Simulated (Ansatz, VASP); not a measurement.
## HfB: VASP beside Ansatz

File INCAR:

```
PREC     = Accurate       # precision mode
ENCUT    = 520            # plane-wave cutoff, eV
EDIFF    = 1E-7           # SCF threshold, eV
ISMEAR   = 0              # smearing method
SIGMA    = 0.15           # smearing width, eV
LREAL    = F              # projectors in reciprocal space
LASPH    = T              # aspherical terms in the spheres
NELM     = 60             # most SCF steps
ALGO     = Normal         # electronic algorithm
ISIF     = 2              # what is computed and relaxed
LWAVE    = F              # write WAVECAR
LCHARG   = F              # write CHGCAR
GGA      = PS             # functional
NBANDS   = 14             # bands
```

The input KPOINTS:

```
Automatic mesh
0
Gamma
  16 16 16
```

POSCAR

```
HfB
1.0
    0.0000000000      2.3936993068      2.3936993068
    2.3379261130      0.0000000000      2.3936993068
    2.3379261130      2.3936993068      0.0000000000
Hf B
1 1
Direct
    0.5000000000      0.5000000000      0.5000000000
    0.0000000000      0.0000000000      0.0000000000
```

Input for Ansatz:

```yaml
crystal:
  lattice:
    - [0.0, 2.3936993068, 2.3936993068]
    - [2.337926113, 0.0, 2.3936993068]
    - [2.337926113, 2.3936993068, 0.0]
  atoms:
    - { symbol: Hf, position: [0.5, 0.5, 0.5] }
    - { symbol: B, position: [0.0, 0.0, 0.0] }
basis:
  ecutwfc: 520.0
kpoints:
  mp_grid: { grid: [16, 16, 16] }
hamiltonian:
  xc: pbesol
  pseudopotentials: { kind: paw }
scf:
  occupations: { method: gaussian, width: 0.15 }
output:
  forces: true
  stress: true
  eigenvalues: true
```

Change from the starting cell: mode 4 frozen in at +0.000 Å, normal strain along x -0.0233.

Alike in both runs: task single point; functional PBEsol; k mesh 16 × 16 × 16; occupations gaussian, width 0.15 eV; no spin polarisation.

|  | VASP | Ansatz |
| --- | --- | --- |
| version | VASP 6.6.1 | Ansatz 0.2.0 |
| potentials or method | VASP PAW PBE potentials, release 64 (Hf_pv, B), cutoff 520 eV | scalar-relativistic, plane waves, PAW |
| valence electrons in the cell | 13 | 29 |

|  | VASP | Ansatz | Ansatz less VASP |
| --- | --- | --- | --- |
| gap on the k mesh at the Fermi level (eV) | none | none | - |
| pressure (GPa) | 5.1 | 4.6 | -0.51 |
| traceless stress, the component that is largest in VASP (GPa) | 6.38 | 6.28 | -0.101 |

VASP's potentials were made for PBE, not for PBEsol. A gap of «none» marks a metal or a gap that the smearing closes. VASP's potentials hold 13 valence electrons a cell and Ansatz's 29, so a difference there can come from the potentials and not from the codes.

Neither program's run includes spin-orbit coupling.
